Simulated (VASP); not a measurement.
# MoS2 in VASP: further runs, part 2 of 2

VASP 6.6.1. The steps go on from the part before.

### 5 Single point, PBE+D3(BJ), collinear spin

This run uses another cell than the first one.

Contents of INCAR:

```
SYSTEM = MoS2
ALGO = Normal
DIPOL = 0.5 0.5 0.500
EDIFF = 1E-6
ENCUT = 520
GGA = PE
IDIPOL = 3
ISIF = 2
ISMEAR = 0
ISPIN = 2
IVDW = 12
LASPH = .True.
LCHARG = .False.
LDIPOL = .True.
LMAXMIX = 4
LORBIT = 11
LREAL = .False.
LWAVE = .False.
MAGMOM = 0 0 1
NBANDS = 24
NELM = 150
PREC = Accurate
SIGMA = 0.05
```

Contents of KPOINTS:

```
k-points
0
Gamma
  12 12 1
  0 0 0
```

Contents of POSCAR:

```
MoS2
1.0
    3.1710014900      0.0000000000      0.0000000000
   -1.5855007500      2.7461678500      0.0000000000
    0.0000000000      0.0000000000     20.0575001466
S Mo
2 1
Direct
    0.0000000000      0.0000000000      0.4237816247
    0.3333333300      0.6666666700      0.5762183753
    0.6666666700      0.3333333300      0.5000000000
```

Potentials or basis: VASP PAW PBE potentials, release 64 (S, Mo_sv).

On the command line:

```sh
cat potpaw_PBE.64/S/POTCAR potpaw_PBE.64/Mo_sv/POTCAR > POTCAR
mpirun -np 1 vasp_std > vasp.out
```

OUTCAR:

```text
SYSTEM = MoS2
   EDIFF = 1E-6
   ENCUT = 520
   GGA = PE
   ISIF = 2
   ISMEAR = 0
   ISPIN = 2
   IVDW = 12
   LASPH = .True.
   LORBIT = 11
   LREAL = .False.
   NELM = 150
   PREC = Accurate
 IVDW          = 12

 ion  position               nearest neighbor table
   1  0.000  0.000  0.424-   3 2.39   3 2.39   3 2.39
   2  0.333  0.667  0.576-   3 2.39   3 2.39   3 2.39
   3  0.667  0.333  0.500-   2 2.39   1 2.39   2 2.39   1 2.39   1 2.39   2 2.39

  LATTYP: Found a hexagonal cell.
 ALAT       =     3.1710014900
 C/A-ratio  =     6.3252887802

  Lattice vectors:

 A1 = (   3.1710014900,   0.0000000000,   0.0000000000)
 A2 = (  -1.5855007500,   2.7461678500,   0.0000000000)
 A3 = (   0.0000000000,   0.0000000000,  20.0575001466)

Analysis of symmetry for initial positions (statically):
=====================================================================
 Subroutine PRICEL returns:
 Original cell was already a primitive cell.

 Routine SETGRP: Setting up the symmetry group for a
 hexagonal supercell.

 Subroutine GETGRP returns: Found 12 space group operations
 (whereof  6 operations were pure point group operations)
 out of a pool of 24 trial point group operations.

The static configuration has the point symmetry C_3v.
 The point group associated with its full space group is D_3d.

Analysis of symmetry for dynamics (positions and initial velocities):
=====================================================================
 Subroutine PRICEL returns:
 Original cell was already a primitive cell.

 Routine SETGRP: Setting up the symmetry group for a
 hexagonal supercell.

 Subroutine GETGRP returns: Found 12 space group operations
 (whereof  6 operations were pure point group operations)
 out of a pool of 24 trial point group operations.

The dynamic configuration has the point symmetry C_3v.
 The point group associated with its full space group is D_3d.

[... 160 lines left out ...]
  free energy    TOTEN  =       -20.93576535 eV

  energy without entropy =      -20.93251250  energy(sigma->0) =      -20.93413892

 E-fermi :  -1.1220     XC(G=0):  -3.7787

 val. band max:       -1.1548728953   @ k =   0.3333   0.2500   0.0000
 cond. band min:      -1.1165970008   @ k =   0.0833   0.0000   0.0000
 fundamental gap:      0.0382758945
 Fermi energy:        -1.1219691808

 spin component 1

 k-point     1 :       0.0000    0.0000    0.0000
  band No.  band energies     occupation
      1     -62.9195      1.00000
      2     -36.9804      1.00000
      3     -36.9228      1.00000
      4     -36.9228      1.00000
      5     -16.1875      1.00000
      6     -14.8825      1.00000
[... 502 lines left out ...]
     23       9.3079      0.00000
     24       9.9168      0.00000
 Fermi energy:        -1.1219691808

 spin component 2

 k-point     1 :       0.0000    0.0000    0.0000
  band No.  band energies     occupation
      1     -62.9195      1.00000
      2     -36.9804      1.00000
      3     -36.9228      1.00000
      4     -36.9228      1.00000
      5     -16.1875      1.00000
      6     -14.8825      1.00000
[... 502 lines left out ...]
     23       9.3070      0.00000
     24       9.9156      0.00000

------------------------ aborting loop because EDIFF is reached ----------------------------------------

 vacuum level on the upper side and lower side of the slab       (xc-potential included)         0.027         0.027

 Edisp (eV)   -0.95831

 E8    (eV) :    -0.4151

  FORCE on cell =-STRESS in cart. coord.  units (eV):
  Direction    XX          YY          ZZ          XY          YZ          ZX
  --------------------------------------------------------------------------------------
  -------------------------------------------------------------------------------------
  Total       1.06748     1.06748     2.92177    -0.00000     0.00000     0.00000
  in kB       9.79195     9.79195    26.80131    -0.00000     0.00000     0.00000
  external pressure =       15.46 kB  Pullay stress =        0.00 kB

 VOLUME and BASIS-vectors are now :
 -----------------------------------------------------------------------------
  energy-cutoff  :      520.00
  volume of cell :      174.66
      direct lattice vectors                 reciprocal lattice vectors
     3.171001490  0.000000000  0.000000000     0.315357783  0.182071901  0.000000000
    -1.585500750  2.746167850  0.000000000     0.000000000  0.364143801  0.000000000
     0.000000000  0.000000000 20.057500147     0.000000000  0.000000000  0.049856662

 POSITION                                       TOTAL-FORCE (eV/Angst)
 -----------------------------------------------------------------------------------
      0.00000      0.00000      8.50000         0.000000      0.000000     -0.964786
     -0.00000      1.83078     11.55750        -0.000000     -0.000000      0.964786
      1.58550      0.91539     10.02875        -0.000000      0.000000      0.000000
 -----------------------------------------------------------------------------------
    total drift:                               -0.000020      0.000012      0.000004

  FREE ENERGIE OF THE ION-ELECTRON SYSTEM (eV)
  ---------------------------------------------------
  free  energy   TOTEN  =       -21.8940721155 eV

  energy  without entropy=      -21.8908192706  energy(sigma->0) =      -21.89244569

 vacuum level on the upper side and lower side of the slab         3.917         3.917

 total charge

# of ion       s       p       d       tot
------------------------------------------
    1        1.365   2.347   0.000   3.712
    2        1.365   2.347   0.000   3.712
    3        2.305   6.234   3.959  12.498
--------------------------------------------------
tot          5.035  10.929   3.959  19.922

 magnetization (x)

# of ion       s       p       d       tot
------------------------------------------
    1        0.000  -0.000   0.000  -0.000
    2        0.000  -0.000   0.000  -0.000
    3        0.000   0.000   0.000   0.000
--------------------------------------------------
tot          0.000  -0.000   0.000  -0.000
```

stdout:

```text
POSCAR found type information on POSCAR S Mo
 POSCAR found :  2 types and       3 ions
 scaLAPACK will be used
 LDA part: xc-table for (Slater+PW92), standard interpolation
 POSCAR, INCAR and KPOINTS ok, starting setup
 FFT: planning ... GRIDC
 FFT: planning ... GRID_SOFT
 FFT: planning ... GRID
 WAVECAR not read
 entering main loop
```

Wall time 1.7 min (1 thread of Intel Xeon 6975P-C (Granite Rapids), shared host); peak memory 0.41 GiB.

What came out:

- Free energy: -21.8941 eV
- Largest force: 0.965 eV/Å
- Band gap on the k mesh: zero (filled and empty bands overlap)
- Net moment: 0.00 μB per cell
- Valence electrons inside the program's atomic spheres: S 3.71; Mo 12.50
- Dispersion energy per atom: -0.319 eV

Forces on the atoms (eV/Å):
```
S    0.000  0.000 -0.965
S    0.000  0.000  0.965
Mo   0.000  0.000  0.000
```

### 6 Relaxation of the atoms, PBE+D3(BJ)

Contents of INCAR:

```
PREC = Accurate ; ENCUT = 520
EDIFF = 1E-6 ; ISMEAR = 0
SIGMA = 0.05 ; LREAL = False
LASPH = True ; NELM = 80
ALGO = Normal ; ISIF = 2
LWAVE = False ; LCHARG = False
LDIPOL = True ; IDIPOL = 3
DIPOL = 0.5 0.5 0.500 ; GGA = PE
IVDW = 12 ; IBRION = 2
NSW = 60 ; EDIFFG = -0.04
```

Contents of KPOINTS:

```
Automatic mesh
0
Gamma
  9 9 1
```

Contents of POSCAR:

```
MoS2
1.0
    3.1368412807      0.0000000029      0.0000000000
   -1.5684206428      2.7165842353      0.0000000000
    0.0000000000      0.0000000000     20.2166609143
S Mo
2 1
Direct
    0.0000000000      0.0000000000      0.4204452969
    0.3333333333      0.6666666667      0.5795547031
    0.6666666667      0.3333333333      0.4999999996
```

Potentials or basis: VASP PAW PBE potentials, release 64 (S, Mo_sv).

On the command line:

```sh
cat potpaw_PBE.64/S/POTCAR potpaw_PBE.64/Mo_sv/POTCAR > POTCAR
mpirun -np 1 vasp_std > vasp.out
```

OUTCAR:

```text
PREC = Accurate
   ENCUT = 520
   EDIFF = 1E-6
   ISMEAR = 0
   LREAL = False
   LASPH = True
   NELM = 80
   ISIF = 2
   GGA = PE
   IVDW = 12
   IBRION = 2
   NSW = 60
   EDIFFG = -0.04
 IVDW          = 12

 ion  position               nearest neighbor table
   1  0.000  0.000  0.420-   3 2.42   3 2.42   3 2.42
   2  0.333  0.667  0.580-   3 2.42   3 2.42   3 2.42
   3  0.667  0.333  0.500-   1 2.42   1 2.42   1 2.42   2 2.42   2 2.42   2 2.42

  LATTYP: Found a hexagonal cell.
 ALAT       =     3.1368412807
 C/A-ratio  =     6.4449103749

  Lattice vectors:

 A1 = (   3.1368412807,   0.0000000029,   0.0000000000)
 A2 = (  -1.5684206428,   2.7165842353,   0.0000000000)
 A3 = (   0.0000000000,   0.0000000000,  20.2166609143)

Analysis of symmetry for initial positions (statically):
=====================================================================
 Subroutine PRICEL returns:
 Original cell was already a primitive cell.

 Routine SETGRP: Setting up the symmetry group for a
 hexagonal supercell.

 Subroutine GETGRP returns: Found 12 space group operations
 (whereof  6 operations were pure point group operations)
 out of a pool of 24 trial point group operations.

The static configuration has the point symmetry C_3v.
 The point group associated with its full space group is D_3d.

Analysis of symmetry for dynamics (positions and initial velocities):
=====================================================================
 Subroutine PRICEL returns:
 Original cell was already a primitive cell.

 Routine SETGRP: Setting up the symmetry group for a
 hexagonal supercell.

 Subroutine GETGRP returns: Found 12 space group operations
 (whereof  6 operations were pure point group operations)
 out of a pool of 24 trial point group operations.

[... 172 lines left out ...]
 -----------------------------------------------------------------------------------
    total drift:                               -0.000000      0.000000      0.000027

  FREE ENERGIE OF THE ION-ELECTRON SYSTEM (eV)
  ---------------------------------------------------
  free  energy   TOTEN  =       -21.9662880708 eV

  energy  without entropy=      -21.9643949047  energy(sigma->0) =      -21.96534149

--------------------------------------- Ionic step        2  -------------------------------------------

 number of electron      25.9999999 magnetization

 dipolmoment           0.000000      0.000000      0.000000 electrons x Angstroem

 Free energy of the ion-electron system (eV)
  ---------------------------------------------------
  ext. energy  EPLUGINS =         0.00000000
  ---------------------------------------------------
  free energy    TOTEN  =       -21.00299257 eV

  energy without entropy =      -21.00124790  energy(sigma->0) =      -21.00212024

 E-fermi :  -1.1311     XC(G=0):  -3.8551

 val. band max:       -1.1422477937   @ k =   0.0000   0.0000   0.0000
 cond. band min:      -1.0905692408   @ k =   0.2222   0.2222   0.0000
 fundamental gap:      0.0516785529
 Fermi energy:        -1.1311421493

 k-point     1 :       0.0000    0.0000    0.0000
  band No.  band energies     occupation
      1     -62.8485      2.00000
      2     -36.9202      2.00000
      3     -36.7974      2.00000
      4     -36.7974      2.00000
      5     -16.0451      2.00000
      6     -14.9275      2.00000
[... 217 lines left out ...]
      4     -36.8242      2.00000
      5     -13.8045      2.00000
      6     -13.8045      2.00000
[... 9 lines left out ...]
     16       2.2135      0.00000
     17       2.2135      0.00000

------------------------ aborting loop because EDIFF is reached ----------------------------------------

 vacuum level on the upper side and lower side of the slab       (xc-potential included)        -0.007        -0.007

 Edisp (eV)   -0.96350

 E8    (eV) :    -0.4171

  FORCE on cell =-STRESS in cart. coord.  units (eV):
  Direction    XX          YY          ZZ          XY          YZ          ZX
  --------------------------------------------------------------------------------------
  -------------------------------------------------------------------------------------
  Total       0.05591     0.05591    -0.08188     0.00000     0.00000     0.00000
  in kB       0.51992     0.51992    -0.76151     0.00000     0.00000     0.00000
  external pressure =        0.09 kB  Pullay stress =        0.00 kB

 VOLUME and BASIS-vectors are now :
 -----------------------------------------------------------------------------
  energy-cutoff  :      520.00
  volume of cell :      172.28
      direct lattice vectors                 reciprocal lattice vectors
     3.136841281  0.000000003  0.000000000     0.318792030  0.184054665  0.000000000
    -1.568420643  2.716584235  0.000000000    -0.000000000  0.368109329  0.000000000
     0.000000000  0.000000000 20.216660914     0.000000000  0.000000000  0.049464153

 POSITION                                       TOTAL-FORCE (eV/Angst)
 -----------------------------------------------------------------------------------
      1.56842      2.71658      8.50266         0.000000     -0.000000      0.018839
     -0.00000      1.81106     11.71400        -0.000000      0.000000     -0.018839
      1.56842      0.90553     10.10833        -0.000000      0.000000      0.000000
 -----------------------------------------------------------------------------------
    total drift:                               -0.000000      0.000000      0.000027

  FREE ENERGIE OF THE ION-ELECTRON SYSTEM (eV)
  ---------------------------------------------------
  free  energy   TOTEN  =       -21.9664884464 eV

  energy  without entropy=      -21.9647437776  energy(sigma->0) =      -21.96561611

 reached required accuracy - stopping structural energy minimisation

 vacuum level on the upper side and lower side of the slab         3.965         3.965
```

It took 32 s on 1 thread of Intel Xeon 6975P-C (Granite Rapids), shared host; peak memory 0.3 GiB.

What came out:

```
Free energy                  : -21.9665 eV
Energy gained by relaxing    : 0.1 meV/atom
Ionic steps                  : 2
Largest force after relaxing : 0.019 eV/Å
Band gap on the k mesh       : zero (bands 13 and 14 overlap by 0.50 eV)
Dispersion energy per atom   : -0.321 eV
```

Forces on the atoms (eV/Å):
```
S    0.000  0.000  0.019
S    0.000  0.000 -0.019
Mo   0.000  0.000  0.000
```

The path:
```tsv
step	energy change (eV)	largest force (eV/Å)	pressure (GPa)
1	0.0000	0.0551	-0.08
2	-0.0002	0.0188	0.01
```

Final structure:
```yaml
crystal:
  lattice:
    - [3.13684, 0.00000, 0.00000]
    - [-1.56842, 2.71658, 0.00000]
    - [0.00000, 0.00000, 20.21666]
  atoms:
    - { symbol: S, position: [0.00000, 0.00000, 0.42058] }
    - { symbol: S, position: [0.33333, 0.66667, 0.57942] }
    - { symbol: Mo, position: [0.66667, 0.33333, 0.50000] }
```

Levels at points of the mesh, in eV from the Fermi level:
| k point | band 11 | band 12 | band 13 | band 14 | band 15 | band 16 |
| --- | --- | --- | --- | --- | --- | --- |
| (0.00, 0.00, 0.00) | -1.08 | -0.80 | -0.80 | -0.01 | -0.01 | 3.29 |

### 7 Overview

| task | spin | cell | k mesh | gap on the mesh (eV) | moment (μB) | largest force (eV/Å) |
| --- | --- | --- | --- | --- | --- | --- |
| single point | off | a = 3.137, b = 3.137, c = 20.217 Å, angles 90.0, 90.0, 120.0°, 3 atoms, atomic positions A | 9 × 9 × 1 | none | - | 0.01 |
| single point | off | a = 3.137, b = 3.137, c = 20.217 Å, angles 90.0, 90.0, 120.0°, 3 atoms, atomic positions A | 30 × 30 × 1 | none | - | 0.03 |
| single point | collinear | a = 3.137, b = 3.137, c = 20.058 Å, angles 90.0, 90.0, 120.0°, 3 atoms, atomic positions B | 12 × 12 × 1 | none | 0.00 | 0.03 |
| single point | collinear | a = 3.171, b = 3.171, c = 20.058 Å, angles 90.0, 90.0, 120.0°, 3 atoms, atomic positions C | 12 × 12 × 1 | none | 0.00 | 0.96 |
| relaxation of the atoms | off | atoms relaxed from a = 3.137, b = 3.137, c = 20.217 Å, angles 90.0, 90.0, 120.0°, 3 atoms, atomic positions B | 9 × 9 × 1 | none | - | 0.02 |

Alike in all rows: level PBE+D3(BJ); potentials or basis VASP PAW PBE potentials, release 64 (S, Mo_sv); cutoff (eV) 520; smearing gaussian 0.05 eV.

Absolute energies hang on the potentials; compare differences alone.

The gap in the log of VASP goes by the Fermi energy; the results here count the filled bands.